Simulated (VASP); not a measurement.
# LiBr (Fm-3m) in VASP: further runs

LiBr is run at these levels: HSE06, PBE-based screened hybrid with 30 % exact exchange, PBE-based screened hybrid with 20 % exact exchange, PBE-based screened hybrid with 75 % exact exchange; tasks: single point.

Everything below comes from runs of VASP 6.6.1. Logs are shortened: lines on timing, memory, paths and dates and some standing lists are left out, and cuts for length are marked.

**1. The cell of the first run**

Symmetry: Fm-3m, No. 225, cubic system. The conventional cell has a = 5.479 Å, b = 5.479 Å, c = 5.479 Å, α = 90.00°, β = 90.00°, γ = 90.00°. Within 3.6 Å of Li (site symmetry m-3m) lie 6 Br at 2.74 Å. Within 3.6 Å of Br (site symmetry m-3m) lie 6 Li at 2.74 Å.

**2. Single point, HSE06**

POSCAR reads:

```
LiBr
1.0
    0.0000000000      2.7395485832      2.7395485832
    2.7395485832      0.0000000000      2.7395485832
    2.7395485832      2.7395485832      0.0000000000
Li Br
1 1
Direct
    0.0000000000      0.0000000000      0.0000000000
    0.5000000000      0.5000000000      0.5000000000
```

INCAR.step1 reads:

```
PREC = Accurate
ENCUT = 650
EDIFF = 1E-5
ISMEAR = 0
SIGMA = 0.01
LREAL = F
LASPH = T
NELM = 120
ALGO = Normal
ISIF = 2
LWAVE = T
LCHARG = F
GGA = PE
NBANDS = 12
GGA_COMPAT = F
```

INCAR.step2 reads:

```
PREC = Accurate
ENCUT = 650
EDIFF = 1E-6
ISMEAR = 0
SIGMA = 0.01
LREAL = F
LASPH = T
NELM = 120
ALGO = Normal
ISIF = 2
LWAVE = F
LCHARG = F
GGA = PE
LHFCALC = T
HFSCREEN = 0.2079
PRECFOCK = Normal
ISTART = 1
NBANDS = 12
GGA_COMPAT = F
```

KPOINTS reads:

```
regular mesh
0
Gamma
  4 4 4
```

Potentials or basis: VASP PAW PBE potentials, release 64 (Li_sv, Br).

Run with:

```sh
$ cat potpaw_PBE.64/Li_sv/POTCAR potpaw_PBE.64/Br/POTCAR > POTCAR
$ cp INCAR.step1 INCAR
$ mpirun -np 1 vasp_std > vasp.out
$ cp INCAR.step2 INCAR
$ mpirun -np 1 vasp_std > vasp.out
```

OUTCAR:

```text
PREC = Accurate
   ENCUT = 650
   EDIFF = 1E-6
   ISMEAR = 0
   LREAL = F
   LASPH = T
   NELM = 120
   ISIF = 2
   GGA = PE
   LHFCALC = T
   HFSCREEN = 0.2079
   PRECFOCK = Normal
   ISTART = 1

 ion  position               nearest neighbor table
   1  0.000  0.000  0.000-
   2  0.500  0.500  0.500-

  LATTYP: Found a face centered cubic cell.
 ALAT       =     5.4790971664

  Lattice vectors:

 A1 = (   0.0000000000,   2.7395485832,   2.7395485832)
 A2 = (   2.7395485832,   0.0000000000,   2.7395485832)
 A3 = (   2.7395485832,   2.7395485832,   0.0000000000)

Analysis of symmetry for initial positions (statically):
=====================================================================
 Subroutine PRICEL returns:
 Original cell was already a primitive cell.

 Routine SETGRP: Setting up the symmetry group for a
 face centered cubic supercell.

 Subroutine GETGRP returns: Found 48 space group operations
 (whereof 48 operations were pure point group operations)
 out of a pool of 48 trial point group operations.

The static configuration has the point symmetry O_h .

Analysis of symmetry for dynamics (positions and initial velocities):
=====================================================================
 Subroutine PRICEL returns:
 Original cell was already a primitive cell.

 Routine SETGRP: Setting up the symmetry group for a
 face centered cubic supercell.

 Subroutine GETGRP returns: Found 48 space group operations
 (whereof 48 operations were pure point group operations)
 out of a pool of 48 trial point group operations.

The dynamic configuration has the point symmetry O_h .

 Subroutine INISYM returns: Found 48 space group operations
 (whereof 48 operations are pure point group operations),
 and found     1 'primitive' translations

----------------------------------------------------------------------------------------

                                     Primitive cell

  volume of cell :      41.1213

  direct lattice vectors                    reciprocal lattice vectors
     0.000000000  2.739548583  2.739548583    -0.182511821  0.182511821  0.182511821
     2.739548583  0.000000000  2.739548583     0.182511821 -0.182511821  0.182511821
     2.739548583  2.739548583  0.000000000     0.182511821  0.182511821 -0.182511821

  length of vectors
     3.874306761  3.874306761  3.874306761     0.316119747  0.316119747  0.316119747

[... 79 lines left out ...]
   EFERMI_NEDOS =   21; number of points for ismear=-14 and -15
   IALGO  =     38    algorithm
   IMIX   =      1    mixing-type and parameters
     AMIX     =   0.40;   BMIX     =  1.00
     AMIX_MAG =   1.60;   BMIX_MAG =  1.00
  volume/ion in A,a.u.               =      20.56       138.75
  Fermi-wavevector in a.u.,A,eV,Ry     =   1.021847  1.931011 14.206810  1.044171
  Thomas-Fermi vector in A             =   2.155494
   LORBIT       =      0    0 simple, 1 ext, 2 COOP (PROOUT), +10 PAW based schemes
   GGA     = PE    functional components
   LHFCALC =     T    Hartree Fock is set to
   PRECFOCK=normal    Normal, Fast or Accurate (Low or Medium for compatibility)
   ENCUT4O =  -1.0   cutoff for four orbital integrals eV
   NKREDX  =     1    reduce k-point grid by
   NKREDY  =     1    reduce k-point grid by
   NKREDZ  =     1    reduce k-point grid by
   AEXX    =    0.2500 exact exchange contribution
   HFSCREEN=    0.2079 screening length (either q_TF or 0.3 A-1)
   HFSCREENC=   0.2079 screening length for correlation (either q_TF or 0.3 A-1)
   ENCUTFOCK=  -1.0 apply spherical cutoff to Coloumb kernel
   IVDW    =     0    specifies the selected vdW correction
   LEPSILON=     F    determine dielectric tensor
   LRPA    =     F    only Hartree local field effects (RPA)
 non-spin polarized calculation
 Gauss-broadening in eV      SIGMA  =   0.01
  energy-cutoff  :      650.00
  volume of cell :       41.12
 maximum number of plane-waves:      1572
  NGX = 28; NGY = 28; NGZ = 28

 number of electron      10.0000006 magnetization

 Free energy of the ion-electron system (eV)
  ---------------------------------------------------
  ext. energy  EPLUGINS =         0.00000000
  ---------------------------------------------------
  free energy    TOTEN  =        -7.59389670 eV

  energy without entropy =       -7.59389670  energy(sigma->0) =       -7.59389670

 E-fermi :  -0.2614     XC(G=0):  -7.0678

 val. band max:       -0.4359208692   @ k =   0.0000   0.0000   0.0000
 cond. band min:       5.7772745687   @ k =   0.0000   0.0000   0.0000
 fundamental gap:      6.2131954379
 Fermi energy:        -0.2613944674

 k-point     1 :       0.0000    0.0000    0.0000
  band No.  band energies     occupation
      1     -47.7204      2.00000
      2     -15.0608      2.00000
      3      -0.4359      2.00000
      4      -0.4359      2.00000
      5      -0.4359      2.00000
      6       5.7773      0.00000
      7      11.3836      0.00000
      8      11.3836      0.00000
      9      11.3836      0.00000
     10      13.3659      0.00000
     11      13.3659      0.00000
     12      13.3659      0.00000
[... 91 lines left out ...]
 k-point     8 :      -0.2500    0.5000    0.2500
  band No.  band energies     occupation
      1     -47.7189      2.00000
      2     -14.2999      2.00000
      3      -2.7717      2.00000
      4      -2.7717      2.00000
      5      -1.6788      2.00000
      6       8.9163      0.00000
      7       9.5132      0.00000
      8      10.3537      0.00000
      9      10.3537      0.00000
     10      15.1741      0.00000
     11      15.1741      0.00000
     12      18.6887      0.00000

------------------------ aborting loop because EDIFF is reached ----------------------------------------

  FORCE on cell =-STRESS in cart. coord.  units (eV):
  Direction    XX          YY          ZZ          XY          YZ          ZX
  --------------------------------------------------------------------------------------
  -------------------------------------------------------------------------------------
  Total       -0.0180668     -0.0180668     -0.0180668      0.0000000      0.0000000      0.0000000
  in kB       -0.7039221     -0.7039221     -0.7039221      0.0000000      0.0000000      0.0000000
  external PRESSURE =      -0.7039221 kB  Pullay stress =       0.0000000 kB

 VOLUME and BASIS-vectors are now :
 -----------------------------------------------------------------------------
  energy-cutoff  :      650.00
  volume of cell :       41.12
      direct lattice vectors                 reciprocal lattice vectors
     0.000000000  2.739548583  2.739548583    -0.182511821  0.182511821  0.182511821
     2.739548583  0.000000000  2.739548583     0.182511821 -0.182511821  0.182511821
     2.739548583  2.739548583  0.000000000     0.182511821  0.182511821 -0.182511821

 POSITION                                       TOTAL-FORCE (eV/Angst)
 -----------------------------------------------------------------------------------
      0.00000      0.00000      0.00000         0.000000     -0.000000     -0.000000
      2.73955      2.73955      2.73955        -0.000000      0.000000      0.000000
 -----------------------------------------------------------------------------------
    total drift:                                0.000002      0.000003      0.000003

  FREE ENERGIE OF THE ION-ELECTRON SYSTEM (eV)
  ---------------------------------------------------
  free  energy   TOTEN  =        -7.5938966963 eV

  energy  without entropy=       -7.5938966963  energy(sigma->0) =       -7.59389670
```

OUTCAR.step1:

```text
PREC = Accurate
   ENCUT = 650
   EDIFF = 1E-5
   ISMEAR = 0
   LREAL = F
   LASPH = T
[... 321 lines left out ...]
 -----------------------------------------------------------------------------------
      0.00000      0.00000      0.00000        -0.000000      0.000000     -0.000000
      2.73955      2.73955      2.73955         0.000000     -0.000000      0.000000
 -----------------------------------------------------------------------------------
    total drift:                                0.000000     -0.000000      0.000000

  FREE ENERGIE OF THE ION-ELECTRON SYSTEM (eV)
  ---------------------------------------------------
  free  energy   TOTEN  =        -6.6310481378 eV

  energy  without entropy=       -6.6310481378  energy(sigma->0) =       -6.63104814
```

OSZICAR.step1:

```text
N       E                     dE             d eps       ncg     rms          rms(c)
DAV:   1     0.461386811129E+02    0.46139E+02   -0.43658E+03   192   0.881E+02
DAV:   2    -0.388641797441E+01   -0.50025E+02   -0.48279E+02   260   0.141E+02
DAV:   3    -0.661007128415E+01   -0.27237E+01   -0.27188E+01   260   0.357E+01
DAV:   4    -0.665937751891E+01   -0.49306E-01   -0.49294E-01   260   0.489E+00
DAV:   5    -0.665999294637E+01   -0.61543E-03   -0.61542E-03   260   0.516E-01    0.195E+00
DAV:   6    -0.662634660674E+01    0.33646E-01   -0.64546E-02   236   0.116E+00    0.119E+00
DAV:   7    -0.662858408203E+01   -0.22375E-02   -0.39678E-02   268   0.105E+00    0.440E-01
DAV:   8    -0.663102232596E+01   -0.24382E-02   -0.45517E-03   220   0.438E-01    0.661E-02
DAV:   9    -0.663101350870E+01    0.88173E-05   -0.11210E-04   232   0.769E-02    0.245E-02
DAV:  10    -0.663104707121E+01   -0.33563E-04   -0.52611E-05   224   0.472E-02    0.137E-02
DAV:  11    -0.663104813780E+01   -0.10666E-05   -0.45694E-06   128   0.126E-02
   1 F= -.66310481E+01 E0= -.66310481E+01  d E =-.585761E-34
```

Run time: 6.1 min. Hardware: 1 thread of Intel Xeon 8259CL, shared host; peak memory 0.29 GiB.

What came out:

| Quantity | Value |
| --- | --- |
| Free energy | -7.5939 eV |
| Pressure | -0.1 GPa |
| Band gap on the k mesh | 6.21 eV |

Caveat: the k points lie up to 0.50 Å⁻¹ apart; the PAW data sets were made with another functional, which shifts forces and pressure a little.

**3. Single point, PBE-based screened hybrid with 30 % exact exchange**

POSCAR is that of step 2.

INCAR.step1 reads:

```
SYSTEM = LiBr
ALGO = Normal ; EDIFF = 1E-5
ENCUT = 650 ; GGA = PE
GGA_COMPAT = .FALSE. ; ISIF = 2
ISMEAR = 0 ; LASPH = .TRUE.
LREAL = .FALSE. ; LWAVE = .TRUE.
NBANDS = 12 ; NELM = 120
PREC = Accurate ; SIGMA = 0.01
```

INCAR.step2 reads:

```
SYSTEM = LiBr
AEXX = 0.3 ; ALGO = Normal
EDIFF = 1E-6 ; ENCUT = 650
GGA = PE ; GGA_COMPAT = .FALSE.
HFSCREEN = 0.5 ; ISIF = 2
ISMEAR = 0 ; ISTART = 1
LASPH = .TRUE. ; LCHARG = .TRUE.
LELF = .TRUE. ; LHFCALC = .TRUE.
LREAL = .FALSE. ; LVHAR = .TRUE.
LWAVE = .FALSE. ; NBANDS = 12
NELM = 120 ; PREC = Accurate
PRECFOCK = Normal ; SIGMA = 0.01
```

KPOINTS reads:

```
k-points
0
G
  4 4 4
  0 0 0
```

Potentials or basis: VASP PAW PBE potentials, release 64 (Li_sv, Br).

Run with:

```sh
$ cat potpaw_PBE.64/Li_sv/POTCAR potpaw_PBE.64/Br/POTCAR > POTCAR
$ cp INCAR.step1 INCAR
$ mpirun -np 1 vasp_std > vasp.out
$ cp INCAR.step2 INCAR
$ mpirun -np 1 vasp_std > vasp.out
```

Run time: 6.1 min. Hardware: 1 thread of Intel Xeon 8259CL, shared host; peak memory 0.29 GiB.

The run converged. Its results:

```yaml
Free_energy: -7.2601 eV
Pressure: 0.0 GPa
Band_gap_on_the_k_mesh: 5.77 eV
```

Levels at points of the mesh, in eV from the valence-band top:
| k point | band 1 | band 2 | band 3 | band 4 | band 5 | band 6 | band 7 | band 8 | band 9 | band 10 |
| --- | --- | --- | --- | --- | --- | --- | --- | --- | --- | --- |
| (0.00, 0.00, 0.00) | -47.59 | -14.55 | 0.00 | 0.00 | 0.00 | 5.77 | 11.30 | 11.30 | 11.30 | 13.26 |
| (0.50, 0.00, 0.00) | -47.59 | -14.02 | -3.05 | -0.29 | -0.29 | 6.37 | 8.90 | 8.90 | 12.89 | 14.99 |
| (0.50, 0.50, 0.00) | -47.58 | -13.80 | -3.04 | -1.21 | -1.21 | 7.00 | 7.78 | 12.70 | 13.52 | 13.52 |

Caveat: the k points lie up to 0.50 Å⁻¹ apart; the PAW data sets were made with another functional, which shifts forces and pressure a little.

**4. Single point, PBE-based screened hybrid with 20 % exact exchange**

POSCAR is that of step 3.

INCAR.step1 reads:

```
PREC = Accurate
ENCUT = 650
EDIFF = 1E-5
ISMEAR = 0
SIGMA = 0.01
LREAL = False
LASPH = True
NELM = 120
ALGO = Normal
ISIF = 2
LWAVE = True
LCHARG = False
NBANDS = 12
GGA = PE
GGA_COMPAT = False
```

INCAR.step2 reads:

```
PREC = Accurate
ENCUT = 650
EDIFF = 1E-6
ISMEAR = 0
SIGMA = 0.01
LREAL = False
LASPH = True
NELM = 120
ALGO = Normal
ISIF = 2
LWAVE = False
LCHARG = False
GGA = PE
LHFCALC = True
AEXX = 0.2
HFSCREEN = 0.1
PRECFOCK = Normal
NBANDS = 12
ISTART = 1
GGA_COMPAT = False
```

KPOINTS reads:

```
Automatic mesh
0
Gamma
  4 4 4
```

Run with:

```sh
$ cat potpaw_PBE.64/Li_sv/POTCAR potpaw_PBE.64/Br/POTCAR > POTCAR
$ cp INCAR.step1 INCAR
$ mpirun -np 1 vasp_std > vasp.out
$ cp INCAR.step2 INCAR
$ mpirun -np 1 vasp_std > vasp.out
```

It took 5.3 min on 1 thread of Intel Xeon 8259CL, shared host; peak memory 0.29 GiB.

The run converged. Its results:

```
Free energy            : -7.6071 eV
Pressure               : -0.1 GPa
Band gap on the k mesh : 6.25 eV
```

Levels at points of the mesh, in eV from the valence-band top:
```
           k point  band 3  band 4  band 5  band 6  band 7  band 8
(0.00, 0.00, 0.00)    0.00    0.00    0.00    6.25   11.86   11.86
(0.50, 0.00, 0.00)   -3.14   -0.29   -0.29    6.86    9.44    9.44
(0.50, 0.50, 0.00)   -3.13   -1.24   -1.24    7.53    8.29   13.24
```

Caveat: the k points lie up to 0.50 Å⁻¹ apart; the PAW data sets were made with another functional, which shifts forces and pressure a little.

**5. Single point, PBE-based screened hybrid with 75 % exact exchange**

POSCAR is that of step 4.

INCAR.step1 reads:

```
ALGO = Normal
EDIFF = 1E-5
ENCUT = 650
GGA = PE
GGA_COMPAT = False
ISIF = 2
ISMEAR = 0
LASPH = True
LCHARG = False
LREAL = False
LWAVE = True
NBANDS = 12
NELM = 120
PREC = Accurate
SIGMA = 0.01
```

INCAR.step2 reads:

```
AEXX = 0.75
ALGO = Normal
EDIFF = 1E-6
ENCUT = 650
GGA = PE
GGA_COMPAT = False
HFSCREEN = 0.3
ISIF = 2
ISMEAR = 0
ISTART = 1
LASPH = True
LCHARG = False
LHFCALC = True
LREAL = False
LWAVE = False
NBANDS = 12
NELM = 120
PREC = Accurate
PRECFOCK = Normal
SIGMA = 0.01
```

KPOINTS reads:

```
k-points
0
Gamma
  4 4 4
```

Run with:

```sh
$ cat potpaw_PBE.64/Li_sv/POTCAR potpaw_PBE.64/Br/POTCAR > POTCAR
$ cp INCAR.step1 INCAR
$ mpirun -np 1 vasp_std > vasp.out
$ cp INCAR.step2 INCAR
$ mpirun -np 1 vasp_std > vasp.out
```

Wall time 8.3 min (1 thread of Intel Xeon 8259CL, shared host); peak memory 0.29 GiB.

Results (log left out):

| Property | Result |
| --- | --- |
| Free energy | -9.0960 eV |
| Pressure | -1.1 GPa |
| Band gap on the k mesh | 8.05 eV |

Levels at points of the mesh, in eV from the valence-band top:
```csv
k point,band 1,band 2,band 3,band 4,band 5,band 6,band 7,band 8,band 9,band 10
"(0.00, 0.00, 0.00)",-52.89,-16.70,0.00,0.00,0.00,8.05,13.73,13.73,13.73,16.06
"(0.50, 0.00, 0.00)",-52.89,-16.05,-3.47,-0.34,-0.34,8.59,11.32,11.32,15.72,17.57
"(0.50, 0.50, 0.00)",-52.89,-15.79,-3.42,-1.36,-1.36,9.22,9.90,15.49,16.37,16.37
```

Caveat: the k points lie up to 0.50 Å⁻¹ apart; the PAW data sets were made with another functional, which shifts forces and pressure a little.

**6. Single point, HSE06**

POSCAR is that of step 5.

INCAR.step1 reads:

```
SYSTEM = LiBr
PREC     = Accurate       ! precision mode
ENCUT    = 650            ! plane-wave cutoff, eV
EDIFF    = 1E-5           ! SCF threshold, eV
ISMEAR   = -1             ! smearing method
SIGMA    = 0.5            ! smearing width, eV
LREAL    = .False.        ! projectors in reciprocal space
LASPH    = .True.         ! aspherical terms in the spheres
NELM     = 120            ! most SCF steps
ALGO     = Normal         ! electronic algorithm
ISIF     = 2              ! what is computed and relaxed
LWAVE    = .True.         ! write WAVECAR
NBANDS   = 12             ! bands
GGA      = PE             ! functional
GGA_COMPAT= .False.
```

INCAR.step2 reads:

```
SYSTEM = LiBr
PREC     = Accurate       ! precision mode
ENCUT    = 650            ! plane-wave cutoff, eV
EDIFF    = 1E-6           ! SCF threshold, eV
ISMEAR   = -1             ! smearing method
SIGMA    = 0.5            ! smearing width, eV
LREAL    = .False.        ! projectors in reciprocal space
LASPH    = .True.         ! aspherical terms in the spheres
NELM     = 120            ! most SCF steps
ALGO     = Normal         ! electronic algorithm
ISIF     = 2              ! what is computed and relaxed
LWAVE    = .False.        ! write WAVECAR
LCHARG   = .True.         ! write CHGCAR
GGA      = PE             ! functional
LHFCALC  = .True.         ! exact exchange
HFSCREEN = 0.2079         ! screening, 1/A
PRECFOCK = Normal       
LELF     = .True.         ! ELF
LVHAR    = .True.       
NBANDS   = 12             ! bands
ISTART   = 1            
GGA_COMPAT= .False.
```

KPOINTS reads:

```
Automatic mesh
0
Gamma
  4 4 4
  0 0 0
```

Potentials or basis: VASP PAW PBE potentials, release 64 (Li_sv, Br).

Run with:

```sh
$ cat potpaw_PBE.64/Li_sv/POTCAR potpaw_PBE.64/Br/POTCAR > POTCAR
$ cp INCAR.step1 INCAR
$ mpirun -np 1 vasp_std > vasp.out
$ cp INCAR.step2 INCAR
$ mpirun -np 1 vasp_std > vasp.out
```

Run time: 12 min. Hardware: 1 thread of Intel Xeon 8259CL, shared host; peak memory 0.29 GiB.

The run converged. Its results:

```
Free energy            : -7.5947 eV
Pressure               : -0.1 GPa
Band gap on the k mesh : 6.21 eV
```

Levels at points of the mesh, in eV from the valence-band top:
```csv
k point,band 3,band 4,band 5,band 6,band 7,band 8
"(0.00, 0.00, 0.00)",0.00,0.00,0.00,6.21,11.82,11.82
"(0.50, 0.00, 0.00)",-3.17,-0.29,-0.29,6.82,9.41,9.41
"(0.50, 0.50, 0.00)",-3.15,-1.25,-1.25,7.48,8.24,13.24
```

Caveat: the k points lie up to 0.50 Å⁻¹ apart; the PAW data sets were made with another functional, which shifts forces and pressure a little.

**7. The runs side by side**

| level | smearing | share of exact exchange | screening parameter | gap on the mesh (eV) | pressure (GPa) |
| --- | --- | --- | --- | --- | --- |
| HSE06 | gaussian 0.01 eV | 0.25 | 0.2079 1/Å | 6.21 | -0.1 |
| PBE-based screened hybrid with 30 % exact exchange | gaussian 0.01 eV | 0.3 | 0.5 1/Å | 5.77 | 0.0 |
| PBE-based screened hybrid with 20 % exact exchange | gaussian 0.01 eV | 0.2 | 0.1 1/Å | 6.25 | -0.1 |
| PBE-based screened hybrid with 75 % exact exchange | gaussian 0.01 eV | 0.75 | 0.3 1/Å | 8.05 | -1.1 |
| HSE06 | fermi-dirac 0.5 eV | 0.25 | 0.2079 1/Å | 6.21 | -0.1 |

Alike in all rows: task single point; potentials or basis VASP PAW PBE potentials, release 64 (Li_sv, Br); no spin polarisation; cell as given; k mesh 4 × 4 × 4; cutoff (eV) 650.

Caveats: all runs use coarse meshes; the PAW data sets were made with another functional, which shifts forces and pressure a little.

Total energies depend on the potentials used, so only differences within one code and one set of settings carry meaning.
